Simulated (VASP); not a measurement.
# AlRu (Pm-3m) in VASP: notebook, part 2 of 2

VASP 6.6.1. Earlier steps stand in the parts before.

### 4 Single point, PBEsol (equal strain along all axes, cell held: +4.5 %)

INCAR reads:

```
SYSTEM = AlRu
ALGO     = Normal         ! electronic algorithm
EDIFF    = 1E-6           ! SCF threshold, eV
ENCUT    = 520            ! plane-wave cutoff, eV
GGA      = PS             ! functional
ISIF     = 2              ! what is computed and relaxed
ISMEAR   = 0              ! smearing method
LASPH    = .True.         ! aspherical terms in the spheres
LCHARG   = .False.        ! write CHGCAR
LREAL    = .False.        ! projectors in reciprocal space
LWAVE    = .False.        ! write WAVECAR
NBANDS   = 16             ! bands
NELM     = 100            ! most SCF steps
PREC     = Accurate       ! precision mode
SIGMA    = 0.1            ! smearing width, eV
```

KPOINTS reads:

```
k-points
0
Gamma
  18 18 18
  0 0 0
```

POSCAR reads:

```
AlRu
1.0
    3.1102486049      0.0000000000      0.0000000000
    0.0000000000      3.1102486049      0.0000000000
    0.0000000000      0.0000000000      3.1102486049
Al Ru
1 1
Direct
    0.0000000000      0.0000000000      0.0000000000
    0.5000000000      0.5000000000      0.5000000000
```

Potentials or basis: VASP PAW PBE potentials, release 64 (Al, Ru_pv).

Command:

```
> cat potpaw_PBE.64/Al/POTCAR potpaw_PBE.64/Ru_pv/POTCAR > POTCAR
> mpirun -np 1 vasp_std > vasp.out
```

OUTCAR:

```text
SYSTEM = AlRu
   EDIFF = 1E-6
   ENCUT = 520
   GGA = PS
   ISIF = 2
   ISMEAR = 0
   LASPH = .True.
   LREAL = .False.
   NELM = 100
   PREC = Accurate

 ion  position               nearest neighbor table
   1  0.000  0.000  0.000-   2 2.69   2 2.69   2 2.69   2 2.69   2 2.69   2 2.69   2 2.69   2 2.69

   2  0.500  0.500  0.500-   1 2.69   1 2.69   1 2.69   1 2.69   1 2.69   1 2.69   1 2.69   1 2.69

  LATTYP: Found a simple cubic cell.
 ALAT       =     3.1102486049

  Lattice vectors:

 A1 = (   3.1102486049,   0.0000000000,   0.0000000000)
 A2 = (   0.0000000000,   3.1102486049,   0.0000000000)
 A3 = (   0.0000000000,   0.0000000000,   3.1102486049)

Analysis of symmetry for initial positions (statically):
=====================================================================
 Subroutine PRICEL returns:
 Original cell was already a primitive cell.

 Routine SETGRP: Setting up the symmetry group for a
 simple cubic supercell.

 Subroutine GETGRP returns: Found 48 space group operations
 (whereof 48 operations were pure point group operations)
 out of a pool of 48 trial point group operations.

The static configuration has the point symmetry O_h .

Analysis of symmetry for dynamics (positions and initial velocities):
=====================================================================
 Subroutine PRICEL returns:
 Original cell was already a primitive cell.

 Routine SETGRP: Setting up the symmetry group for a
 simple cubic supercell.

 Subroutine GETGRP returns: Found 48 space group operations
 (whereof 48 operations were pure point group operations)
 out of a pool of 48 trial point group operations.

The dynamic configuration has the point symmetry O_h .

 Subroutine INISYM returns: Found 48 space group operations
 (whereof 48 operations are pure point group operations),
 and found     1 'primitive' translations

----------------------------------------------------------------------------------------

                                     Primitive cell

  volume of cell :      30.0874

  direct lattice vectors                    reciprocal lattice vectors
     3.110248605  0.000000000  0.000000000     0.321517707  0.000000000  0.000000000
     0.000000000  3.110248605  0.000000000     0.000000000  0.321517707  0.000000000
     0.000000000  0.000000000  3.110248605     0.000000000  0.000000000  0.321517707

  length of vectors
     3.110248605  3.110248605  3.110248605     0.321517707  0.321517707  0.321517707

  position of ions in fractional coordinates (direct lattice)
     0.000000000  0.000000000  0.000000000
     0.500000000  0.500000000  0.500000000

  ion indices of the primitive-cell ions
   primitive index   ion index
                 1           1
                 2           2

----------------------------------------------------------------------------------------

 KPOINTS: k-points

Automatic generation of k-mesh.
 Grid dimensions read from file:
 generate k-points for:   18   18   18

 Generating k-lattice:

  Cartesian coordinates                     Fractional coordinates (reciprocal lattice)
     0.017862095  0.000000000  0.000000000     0.055555556  0.000000000  0.000000000
     0.000000000  0.017862095  0.000000000     0.000000000  0.055555556  0.000000000
     0.000000000  0.000000000  0.017862095     0.000000000  0.000000000  0.055555556

  Length of vectors
     0.017862095  0.017862095  0.017862095

  Shift w.r.t. Gamma in fractional coordinates (k-lattice)
     0.000000000  0.000000000  0.000000000

 Subroutine IBZKPT returns following result:
 ===========================================

 Found    220 irreducible k-points:

 Following reciprocal coordinates:
            Coordinates               Weight
  0.000000  0.000000  0.000000      1.000000
  0.055556  0.000000  0.000000      6.000000
  0.111111  0.000000  0.000000      6.000000
  0.166667  0.000000  0.000000      6.000000
  0.222222  0.000000  0.000000      6.000000
  0.277778  0.000000  0.000000      6.000000
[... 16 lines left out ...]
  0.277778  0.111111  0.000000     24.000000
  0.333333  0.111111  0.000000     24.000000
 [... further k-points ...]
   k-points           NKPTS =    220   k-points in BZ     NKDIM =    220   number of bands    NBANDS=     16
   number of dos      NEDOS =    301   number of ions     NIONS =      2
   total plane-waves  NPLWV =  13824
   dimension x,y,z NGX =    24 NGY =   24 NGZ =   24
   dimension x,y,z NGXF=    48 NGYF=   48 NGZF=   48
   ions per type =               1   1
   NGX,Y,Z   is equivalent  to a cutoff of  12.83, 12.83, 12.83 a.u.
   NGXF,Y,Z  is equivalent  to a cutoff of  25.66, 25.66, 25.66 a.u.
 SYSTEM =  AlRu
   PREC   = accura    normal or accurate (medium, high low for compatibility)
   ISTART =      0    job   : 0-new  1-cont  2-samecut
   ICHARG =      2    charge: 1-file 2-atom 10-const
   ISPIN  =      1    spin polarized calculation?
   LNONCOLLINEAR =      F non collinear calculations
   LSORBIT =      F    spin-orbit coupling
   LASPH  =      T    aspherical Exc in radial PAW
   ENCUT  =  520.0 eV  38.22 Ry    6.18 a.u.   5.78  5.78  5.78*2*pi/ulx,y,z
   NELM   =    100;   NELMIN=  2; NELMDL= -5     # of ELM steps
   EDIFF  = 0.1E-05   stopping-criterion for ELM
   LREAL  =      F    real-space projection
   EDIFFG = 0.1E-04   stopping-criterion for IOM
   NSW    =      0    number of steps for IOM
   IBRION =     -1    ionic relax: 0-MD 1-quasi-New 2-CG
   NFREE  =      0    steps in history (QN), initial steepest desc. (CG)
   ISIF   =      2    stress and relaxation
   ISYM   =      2    0-nonsym 1-usesym 2-fastsym
   POTIM  = 0.5000    time-step for ionic-motion
   TEBEG  =    0.0;   TEEND  =   0.0 temperature during run
   PSTRESS=    0.0 pullay stress
   NELECT =      17.0000    total number of electrons
   NUPDOWN=      -1.0000    fix difference up-down
   EMIN   =  10.00;   EMAX   =-10.00  energy-range for DOS
   EFERMI =   0.00;   METHOD = LEGACY
   ISMEAR =     0;   SIGMA  =   0.10  broadening in eV -4-tet -1-fermi 0-gaus
   EFERMI_NEDOS =   21; number of points for ismear=-14 and -15
   IALGO  =     38    algorithm
   IMIX   =      4    mixing-type and parameters
     AMIX     =   0.40;   BMIX     =  1.00
     AMIX_MAG =   1.60;   BMIX_MAG =  1.00
  volume/ion in A,a.u.               =      15.04       101.52
  Fermi-wavevector in a.u.,A,eV,Ry     =   1.353410  2.557574 24.922043  1.831719
  Thomas-Fermi vector in A             =   2.480668
   LORBIT       =      0    0 simple, 1 ext, 2 COOP (PROOUT), +10 PAW based schemes
   GGA     = PS    functional components
   LHFCALC =     F    Hartree Fock is set to
   AEXX    =    0.0000 exact exchange contribution
   IVDW    =     0    specifies the selected vdW correction
   LEPSILON=     F    determine dielectric tensor
   LRPA    =     F    only Hartree local field effects (RPA)
 non-spin polarized calculation
 Gauss-broadening in eV      SIGMA  =   0.10
  energy-cutoff  :      520.00
  volume of cell :       30.09
 maximum number of plane-waves:       840
 NGX is ok and might be reduce to    24
   NGX = 11   NGY = 11   NGZ = 11

 number of electron      17.0000000 magnetization

 Free energy of the ion-electron system (eV)
  ---------------------------------------------------
  ext. energy  EPLUGINS =         0.00000000
  ---------------------------------------------------
  free energy    TOTEN  =       -15.24252793 eV

  energy without entropy =      -15.23359461  energy(sigma->0) =      -15.23806127

 E-fermi :   9.0344     XC(G=0): -12.0986

 val. band max:        9.0328641563   @ k =   0.3889   0.3333   0.2222
 cond. band min:       9.0390340384   @ k =   0.1667   0.1111   0.0000
 fundamental gap:      0.0061698821
 Fermi energy:         9.0344472443

 k-point     1 :       0.0000    0.0000    0.0000
  band No.  band energies     occupation
      1     -32.6490      2.00000
      2     -32.6490      2.00000
      3     -32.6490      2.00000
      4       0.0255      2.00000
      5       6.0321      2.00000
      6       6.0321      2.00000
[... 8 lines left out ...]
     15      21.0569      0.00000
     16      22.0093      0.00000
[... 419 lines left out ...]
 k-point    24 :       0.3333    0.1111    0.0000
  band No.  band energies     occupation
      1     -32.7481      2.00000
      2     -32.6559      2.00000
      3     -32.6392      2.00000
      4       2.0132      2.00000
      5       5.6317      2.00000
      6       6.5934      2.00000
[... 8 lines left out ...]
     15      21.6797      0.00000
     16      22.2205      0.00000

 [... further k-points ...]

------------------------ aborting loop because EDIFF is reached ----------------------------------------

  FORCE on cell =-STRESS in cart. coord.  units (eV):
  Direction    XX          YY          ZZ          XY          YZ          ZX
  --------------------------------------------------------------------------------------
  -------------------------------------------------------------------------------------
  Total       -4.0758171     -4.0758171     -4.0758171      0.0000000      0.0000000     -0.0000000
  in kB     -217.0400901   -217.0400901   -217.0400901      0.0000000      0.0000000     -0.0000000
  external PRESSURE =    -217.0400901 kB  Pullay stress =       0.0000000 kB

 VOLUME and BASIS-vectors are now :
 -----------------------------------------------------------------------------
  energy-cutoff  :      520.00
  volume of cell :       30.09
      direct lattice vectors                 reciprocal lattice vectors
     3.110248605  0.000000000  0.000000000     0.321517707  0.000000000  0.000000000
     0.000000000  3.110248605  0.000000000     0.000000000  0.321517707  0.000000000
     0.000000000  0.000000000  3.110248605     0.000000000  0.000000000  0.321517707

 POSITION                                       TOTAL-FORCE (eV/Angst)
 -----------------------------------------------------------------------------------
      0.00000      0.00000      0.00000         0.000000      0.000000      0.000000
      1.55512      1.55512      1.55512         0.000000      0.000000      0.000000
 -----------------------------------------------------------------------------------
    total drift:                                0.000000     -0.000000     -0.000000

  FREE ENERGIE OF THE ION-ELECTRON SYSTEM (eV)
  ---------------------------------------------------
  free  energy   TOTEN  =       -15.2425279268 eV

  energy  without entropy=      -15.2335946127  energy(sigma->0) =      -15.23806127
```

Run time: 79 s. Hardware: 1 thread of AMD EPYC 7R43 (Zen 3), shared host; peak memory 0.18 GiB.

Results:

```yaml
Free_energy: -15.2425 eV
Pressure: -21.7 GPa
Band_gap_on_the_k_mesh: zero (an odd number of electrons rules out a gap without spin polarisation)
```

Caveat: the cell differs from its parent crystal (equal strain along all axes, cell held: +4.5 %); the cell stands under tension; the PAW data sets were made with another functional, which shifts forces and pressure a little.

### 5 Overview

```tsv
cell	gap on the mesh (eV)	pressure (GPa)
a = 3.021 Å, 2 atoms	none	-9.0
a = 3.066 Å, 2 atoms	none	-16.1
a = 3.110 Å, 2 atoms	none	-21.7
```

Alike in all rows: task single point; level PBEsol; potentials or basis VASP PAW PBE potentials, release 64 (Al, Ru_pv); no spin polarisation; k mesh 18 × 18 × 18; cutoff (eV) 520; smearing gaussian 0.1 eV.

Caveats: the cell stands under tension; the PAW data sets were made with another functional, which shifts forces and pressure a little.

Absolute energies hang on the potentials; compare differences alone.
